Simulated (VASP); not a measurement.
# Li (P6_3/mmc) in VASP: notebook

The runs below take Li through electric field gradients, with PBE.

Everything below comes from runs of VASP 6.6.1. Logs are shortened: lines on timing, memory, paths and dates and some standing lists are left out, and cuts for length are marked.

### 1 The cell of the first run

It takes space group P6_3/mmc (No. 194, hexagonal). The conventional cell has a = 3.142 Å, b = 3.142 Å, c = 5.143 Å, α = 90.00°, β = 90.00°, γ = 120.00°. Within 4.1 Å of Li (site symmetry -6m2) lie 12 Li at 3.14 to 3.15 Å.

### 2 Electric field gradients, PBE (volume scaled by 1.03)

The input, INCAR:

```
SYSTEM = Li
  ALGO = Normal
  EDIFF = 1E-8
  ENCUT = 520
  GGA = PE
  ISIF = 2
  ISMEAR = -1
  LASPH = .True.
  LCHARG = .False.
  LEFG = .True.
  LREAL = .False.
  LWAVE = .False.
  NBANDS = 10
  NELM = 100
  PREC = Accurate
  SIGMA = 0.08
```

The input, KPOINTS:

```
k-points
0
Gamma
  15 15 8
  0 0 0
```

The input, POSCAR:

```
Li
1.0
    3.1418061564      0.0000000000      0.0000000000
   -1.5709030782      2.7208839452      0.0000000000
    0.0000000000      0.0000000000      5.1434290222
Li
2
Direct
    0.3333333333      0.6666666667      0.2500000000
    0.6666666667      0.3333333333      0.7500000000
```

Potentials or basis: VASP PAW PBE potentials, release 64 (Li_sv).

Run with:

```bash
$ cat potpaw_PBE.64/Li_sv/POTCAR > POTCAR
$ mpirun -np 1 vasp_std > vasp.out
```

OUTCAR:

```text
SYSTEM = Li
   EDIFF = 1E-8
   ENCUT = 520
   GGA = PE
   ISIF = 2
   ISMEAR = -1
   LASPH = .True.
   LREAL = .False.
   NELM = 100
   PREC = Accurate

 ion  position               nearest neighbor table
   1  0.333  0.667  0.250-
   2  0.667  0.333  0.750-

  LATTYP: Found a hexagonal cell.
 ALAT       =     3.1418061564
 C/A-ratio  =     1.6370930497

  Lattice vectors:

 A1 = (   3.1418061564,   0.0000000000,   0.0000000000)
 A2 = (  -1.5709030782,   2.7208839452,   0.0000000000)
 A3 = (   0.0000000000,   0.0000000000,   5.1434290222)

Analysis of symmetry for initial positions (statically):
=====================================================================
 Subroutine PRICEL returns:
 Original cell was already a primitive cell.

 Routine SETGRP: Setting up the symmetry group for a
 hexagonal supercell.

 Subroutine GETGRP returns: Found 24 space group operations
 (whereof 12 operations were pure point group operations)
 out of a pool of 24 trial point group operations.

The static configuration has the point symmetry D_3d.
 The point group associated with its full space group is D_6h.

Analysis of symmetry for dynamics (positions and initial velocities):
=====================================================================
 Subroutine PRICEL returns:
 Original cell was already a primitive cell.

 Routine SETGRP: Setting up the symmetry group for a
 hexagonal supercell.

 Subroutine GETGRP returns: Found 24 space group operations
 (whereof 12 operations were pure point group operations)
 out of a pool of 24 trial point group operations.

The dynamic configuration has the point symmetry D_3d.
 The point group associated with its full space group is D_6h.

 Subroutine INISYM returns: Found 24 space group operations
 (whereof 12 operations are pure point group operations),
 and found     1 'primitive' translations

----------------------------------------------------------------------------------------

                                     Primitive cell

  volume of cell :      43.9686

  direct lattice vectors                    reciprocal lattice vectors
     3.141806156  0.000000000  0.000000000     0.318288255  0.183763810  0.000000000
    -1.570903078  2.720883945  0.000000000     0.000000000  0.367527620  0.000000000
     0.000000000  0.000000000  5.143429022     0.000000000  0.000000000  0.194422825

  length of vectors
     3.141806156  3.141806156  5.143429022     0.367527620  0.367527620  0.194422825

  position of ions in fractional coordinates (direct lattice)
     0.333333333  0.666666667  0.250000000
     0.666666667  0.333333333  0.750000000

  ion indices of the primitive-cell ions
   primitive index   ion index
                 1           1
                 2           2

----------------------------------------------------------------------------------------

 KPOINTS: k-points

Automatic generation of k-mesh.
 Grid dimensions read from file:
 generate k-points for:   15   15    8

 Generating k-lattice:

  Cartesian coordinates                     Fractional coordinates (reciprocal lattice)
     0.021219217  0.012250921  0.000000000     0.066666667  0.000000000  0.000000000
     0.000000000  0.024501841  0.000000000     0.000000000  0.066666667  0.000000000
     0.000000000  0.000000000  0.024302853     0.000000000  0.000000000  0.125000000

  Length of vectors
     0.024501841  0.024501841  0.024302853

  Shift w.r.t. Gamma in fractional coordinates (k-lattice)
     0.000000000  0.000000000  0.000000000

 Subroutine IBZKPT returns following result:
 ===========================================

 Found    135 irreducible k-points:

 Following reciprocal coordinates:
            Coordinates               Weight
  0.000000  0.000000  0.000000      1.000000
  0.066667  0.000000  0.000000      6.000000
  0.133333  0.000000  0.000000      6.000000
  0.200000  0.000000  0.000000      6.000000
  0.266667  0.000000  0.000000      6.000000
  0.333333  0.000000  0.000000      6.000000
[... 16 lines left out ...]
  0.333333  0.200000  0.000000     12.000000
  0.400000  0.200000  0.000000      6.000000
 [... further k-points ...]
   k-points           NKPTS =    135   k-points in BZ     NKDIM =    135   number of bands    NBANDS=     10
   number of dos      NEDOS =    301   number of ions     NIONS =      2
   total plane-waves  NPLWV =  23040
   dimension x,y,z NGX =    24 NGY =   24 NGZ =   40
   dimension x,y,z NGXF=    48 NGYF=   48 NGZF=   80
   ions per type =               2
   NGX,Y,Z   is equivalent  to a cutoff of  12.70, 12.70, 12.93 a.u.
   NGXF,Y,Z  is equivalent  to a cutoff of  25.40, 25.40, 25.86 a.u.
 SYSTEM =  Li
   PREC   = accura    normal or accurate (medium, high low for compatibility)
   ISTART =      0    job   : 0-new  1-cont  2-samecut
   ICHARG =      2    charge: 1-file 2-atom 10-const
   ISPIN  =      1    spin polarized calculation?
   LNONCOLLINEAR =      F non collinear calculations
   LSORBIT =      F    spin-orbit coupling
   LASPH  =      T    aspherical Exc in radial PAW
   ENCUT  =  520.0 eV  38.22 Ry    6.18 a.u.   5.84  5.84  9.56*2*pi/ulx,y,z
   NELM   =    100;   NELMIN=  2; NELMDL= -5     # of ELM steps
   EDIFF  = 0.1E-07   stopping-criterion for ELM
   LREAL  =      F    real-space projection
   EDIFFG = 0.1E-06   stopping-criterion for IOM
   NSW    =      0    number of steps for IOM
   IBRION =     -1    ionic relax: 0-MD 1-quasi-New 2-CG
   NFREE  =      0    steps in history (QN), initial steepest desc. (CG)
   ISIF   =      2    stress and relaxation
   ISYM   =      2    0-nonsym 1-usesym 2-fastsym
   POTIM  = 0.5000    time-step for ionic-motion
   TEBEG  =    0.0;   TEEND  =   0.0 temperature during run
   PSTRESS=    0.0 pullay stress
   NELECT =       6.0000    total number of electrons
   NUPDOWN=      -1.0000    fix difference up-down
   EMIN   =  10.00;   EMAX   =-10.00  energy-range for DOS
   EFERMI =   0.00;   METHOD = LEGACY
   ISMEAR =    -1;   SIGMA  =   0.08  broadening in eV -4-tet -1-fermi 0-gaus
   EFERMI_NEDOS =   21; number of points for ismear=-14 and -15
   IALGO  =     38    algorithm
   IMIX   =      4    mixing-type and parameters
     AMIX     =   0.40;   BMIX     =  1.00
     AMIX_MAG =   1.60;   BMIX_MAG =  1.00
  volume/ion in A,a.u.               =      21.98       148.36
  Fermi-wavevector in a.u.,A,eV,Ry     =   0.842839  1.592734  9.665270  0.710377
  Thomas-Fermi vector in A             =   1.957610
   LORBIT       =      0    0 simple, 1 ext, 2 COOP (PROOUT), +10 PAW based schemes
   GGA     = PE    functional components
   LHFCALC =     F    Hartree Fock is set to
   AEXX    =    0.0000 exact exchange contribution
   IVDW    =     0    specifies the selected vdW correction
   LEPSILON=     F    determine dielectric tensor
   LRPA    =     F    only Hartree local field effects (RPA)
 non-spin polarized calculation
  energy-cutoff  :      520.00
  volume of cell :       43.97
 maximum number of plane-waves:      1197
 NGX is ok and might be reduce to    24
   NGX = 11   NGY = 11   NGZ = 19

 number of electron       5.9999998 magnetization

 Free energy of the ion-electron system (eV)
  ---------------------------------------------------
  ext. energy  EPLUGINS =         0.00000000
  ---------------------------------------------------
  free energy    TOTEN  =        -3.81122265 eV

  energy without entropy =       -3.78947843  energy(sigma->0) =       -3.80035054

 E-fermi :   0.4061     XC(G=0):  -6.8497

 val. band max:        0.3980129992   @ k =   0.4000   0.1333   0.0000
 cond. band min:       0.4102528761   @ k =   0.0000   0.0000   0.0000
 fundamental gap:      0.0122398768
 Fermi energy:         0.4060827669

 k-point     1 :       0.0000    0.0000    0.0000
  band No.  band energies     occupation
      1     -46.2633      2.00000
      2     -46.2504      2.00000
      3      -3.0472      2.00000
      4       0.4103      0.97394
      5       3.0557      0.00000
      6      12.1980      0.00000
      7      12.1980      0.00000
      8      13.5246      0.00000
      9      13.5246      0.00000
     10      14.0240      0.00000

 k-point     2 :       0.0667    0.0000    0.0000
  band No.  band energies     occupation
      1     -46.2627      2.00000
      2     -46.2503      2.00000
      3      -2.9784      2.00000
      4       0.4987      0.47803
      5       3.0857      0.00000
      6      11.4563      0.00000
      7      11.6909      0.00000
      8      13.4964      0.00000
      9      13.8331      0.00000
     10      13.9561      0.00000
[... 274 lines left out ...]
 k-point    24 :       0.4000    0.2000    0.0000
  band No.  band energies     occupation
      1     -46.2489      2.00000
      2     -46.2464      2.00000
      3       0.9120      0.00358
      4       1.8041      0.00000
      5       4.5106      0.00000
      6       5.4456      0.00000
      7       6.3051      0.00000
      8       6.4630      0.00000
      9       9.7549      0.00000
     10      10.3026      0.00000

 [... further k-points ...]
[... 5 lines left out ...]
  --------------------------------------------------------------------------------------
  -------------------------------------------------------------------------------------
  Total       -0.2873018     -0.2873018     -0.2928055      0.0000000      0.0000000     -0.0000000
  in kB      -10.4690396    -10.4690396    -10.6695894      0.0000000      0.0000000     -0.0000000
  external PRESSURE =     -10.5358895 kB  Pullay stress =       0.0000000 kB

 VOLUME and BASIS-vectors are now :
 -----------------------------------------------------------------------------
  energy-cutoff  :      520.00
  volume of cell :       43.97
      direct lattice vectors                 reciprocal lattice vectors
     3.141806156  0.000000000  0.000000000     0.318288255  0.183763810  0.000000000
    -1.570903078  2.720883945  0.000000000     0.000000000  0.367527620  0.000000000
     0.000000000  0.000000000  5.143429022     0.000000000  0.000000000  0.194422825

 POSITION                                       TOTAL-FORCE (eV/Angst)
 -----------------------------------------------------------------------------------
     -0.00000      1.81392      1.28586         0.000000     -0.000000      0.000000
      1.57090      0.90696      3.85757        -0.000000      0.000000      0.000000
 -----------------------------------------------------------------------------------
    total drift:                                0.000000     -0.000000      0.000000

  FREE ENERGIE OF THE ION-ELECTRON SYSTEM (eV)
  ---------------------------------------------------
  free  energy   TOTEN  =        -3.8112226480 eV

  energy  without entropy=       -3.7894784270  energy(sigma->0) =       -3.80035054

 Electric field gradients (V/A^2)
---------------------------------------------------------------------
 ion       V_xx      V_yy      V_zz      V_xy      V_xz      V_yz
---------------------------------------------------------------------
   1       0.007     0.003    -0.010    -0.003    -0.000     0.000
   2       0.007     0.003    -0.010    -0.003     0.000    -0.000
---------------------------------------------------------------------

 Electric field gradients after diagonalization (V/A^2)
 (convention: |V_zz| > |V_xx| > |V_yy|)
----------------------------------------------------------------------
 ion       V_xx      V_yy      V_zz     asymmetry (V_yy - V_xx)/ V_zz
----------------------------------------------------------------------
   1       0.008     0.001    -0.010       0.708
   2       0.008     0.001    -0.010       0.708
----------------------------------------------------------------------

           NMR quadrupolar parameters

 Cq : quadrupolar parameter    Cq=e*Q*V_zz/h
 eta: asymmetry parameters     (V_yy - V_xx)/ V_zz
 Q  : nuclear electric quadrupole moment in mb (millibarn)
----------------------------------------------------------------------
 ion       Cq(MHz)       eta       Q (mb)
----------------------------------------------------------------------
   1      -0.000       0.708       1.000
   2      -0.000       0.708       1.000
----------------------------------------------------------------------
```

It took 26 s on 1 thread of Intel Xeon Platinum 8559C (Emerald Rapids), shared host; peak memory 0.17 GiB.

Results:

| Property | Result |
| --- | --- |
| Free energy | -3.8112 eV |
| Band gap on the k mesh | zero (band 3 reaches 2.48 eV, above the bottom of band 4 at -1.97 eV) |

Caveat: the cutoff is under 1.25 times the usual one of these potentials, so pressure, stress and relaxed cells hold a basis-set (Pulay) error; without QUAD_EFG the Cq values of the log hold for a quadrupole moment of 1 mb, not for the nuclei.

### 3 Electric field gradients, PBE (volume scaled by 1.06)

The input, INCAR:

```
PREC     = Accurate       # precision mode
ENCUT    = 520            # plane-wave cutoff, eV
EDIFF    = 1E-8           # SCF threshold, eV
ISMEAR   = -1             # smearing method
SIGMA    = 0.08           # smearing width, eV
LREAL    = F              # projectors in reciprocal space
LASPH    = T              # aspherical terms in the spheres
NELM     = 80             # most SCF steps
ALGO     = Normal         # electronic algorithm
ISIF     = 2              # what is computed and relaxed
LWAVE    = F              # write WAVECAR
LCHARG   = F              # write CHGCAR
GGA      = PE             # functional
LEFG     = T            
NBANDS   = 10             # bands
```

The input, KPOINTS:

```
Automatic mesh
0
Gamma
  15 15 8
```

The input, POSCAR:

```
Li
1.0
    3.1720176844      0.0000000000      0.0000000000
   -1.5860088422      2.7470478959      0.0000000000
    0.0000000000      0.0000000000      5.1928881046
Li
2
Direct
    0.3333333333      0.6666666667      0.2500000000
    0.6666666667      0.3333333333      0.7500000000
```

Potentials or basis: VASP PAW PBE potentials, release 64 (Li_sv).

Run with:

```bash
$ cat potpaw_PBE.64/Li_sv/POTCAR > POTCAR
$ mpirun -np 1 vasp_std > vasp.out
```

OUTCAR:

```text
PREC = Accurate
   ENCUT = 520
   EDIFF = 1E-8
   ISMEAR = -1
   LREAL = F
   LASPH = T
   NELM = 80
   ISIF = 2
   GGA = PE

 ion  position               nearest neighbor table
   1  0.333  0.667  0.250-
   2  0.667  0.333  0.750-

  LATTYP: Found a hexagonal cell.
 ALAT       =     3.1720176844
 C/A-ratio  =     1.6370930497

  Lattice vectors:

 A1 = (   3.1720176844,   0.0000000000,   0.0000000000)
 A2 = (  -1.5860088422,   2.7470478959,   0.0000000000)
 A3 = (   0.0000000000,   0.0000000000,   5.1928881046)

[... 524 lines left out ...]
  ---------------------------------------------------
  free  energy   TOTEN  =        -3.8024144283 eV

  energy  without entropy=       -3.7804521115  energy(sigma->0) =       -3.79143327

 Electric field gradients (V/A^2)
---------------------------------------------------------------------
 ion       V_xx      V_yy      V_zz      V_xy      V_xz      V_yz
---------------------------------------------------------------------
   1       0.007     0.002    -0.009    -0.005     0.000    -0.000
   2       0.007     0.002    -0.009    -0.005    -0.000     0.000
---------------------------------------------------------------------

 Electric field gradients after diagonalization (V/A^2)
 (convention: |V_zz| > |V_xx| > |V_yy|)
----------------------------------------------------------------------
 ion       V_xx      V_yy      V_zz     asymmetry (V_yy - V_xx)/ V_zz
----------------------------------------------------------------------
   1      -0.009    -0.001     0.010       0.752
   2      -0.009    -0.001     0.010       0.752
----------------------------------------------------------------------

           NMR quadrupolar parameters

 Cq : quadrupolar parameter    Cq=e*Q*V_zz/h
 eta: asymmetry parameters     (V_yy - V_xx)/ V_zz
 Q  : nuclear electric quadrupole moment in mb (millibarn)
----------------------------------------------------------------------
 ion       Cq(MHz)       eta       Q (mb)
----------------------------------------------------------------------
   1       0.000       0.752       1.000
   2       0.000       0.752       1.000
----------------------------------------------------------------------
```

OSZICAR:

```text
N       E                     dE             d eps       ncg     rms          rms(c)
DAV:   1     0.171185653252E+02    0.17119E+02   -0.32381E+03  2700   0.553E+02
DAV:   2    -0.750434535295E+00   -0.17869E+02   -0.17326E+02  3440   0.108E+02
DAV:   3    -0.374958506032E+01   -0.29992E+01   -0.29777E+01  4572   0.323E+01
DAV:   4    -0.380565782437E+01   -0.56073E-01   -0.55830E-01  3482   0.495E+00
DAV:   5    -0.380611229636E+01   -0.45447E-03   -0.45446E-03  3652   0.495E-01    0.407E-01
DAV:   6    -0.380365499284E+01    0.24573E-02   -0.57440E-04  4744   0.130E-01    0.231E-01
DAV:   7    -0.380241876305E+01    0.12362E-02   -0.12230E-03  5262   0.172E-01    0.339E-02
DAV:   8    -0.380242352490E+01   -0.47618E-05   -0.29722E-05  3094   0.489E-02    0.540E-03
DAV:   9    -0.380241741991E+01    0.61050E-05   -0.19690E-06  5206   0.131E-02    0.699E-04
DAV:  10    -0.380241460112E+01    0.28188E-05   -0.92157E-08  3524   0.241E-03    0.262E-04
DAV:  11    -0.380241443036E+01    0.17077E-06   -0.72406E-09  2238   0.755E-04    0.683E-05
DAV:  12    -0.380241442830E+01    0.20560E-08   -0.12027E-09  1666   0.358E-04
   1 F= -.38024144E+01 E0= -.37914333E+01  d E =-.219623E-01
```

Wall time 16 s (1 thread of Intel Xeon Platinum 8559C (Emerald Rapids), shared host); peak memory 0.17 GiB.

What came out:

* Free energy: -3.8024 eV
* Band gap on the k mesh: zero (band 3 reaches 2.38 eV, above the bottom of band 4 at -2.02 eV)

Levels at points of the mesh, in eV from the Fermi level:
| k point | band 1 | band 2 | band 3 | band 4 | band 5 | band 6 | band 7 | band 8 |
| --- | --- | --- | --- | --- | --- | --- | --- | --- |
| (0.00, 0.00, 0.00) | -46.72 | -46.71 | -3.41 | 0.02 | 2.56 | 11.56 | 11.56 | 12.86 |
| (0.00, 0.00, 0.50) | -46.71 | -46.71 | -2.35 | -2.35 | 7.34 | 7.34 | 12.39 | 12.39 |

Caveat: the cutoff is under 1.25 times the usual one of these potentials, so pressure, stress and relaxed cells hold a basis-set (Pulay) error; without QUAD_EFG the Cq values of the log hold for a quadrupole moment of 1 mb, not for the nuclei.

(Continued in part 2 of 3.)
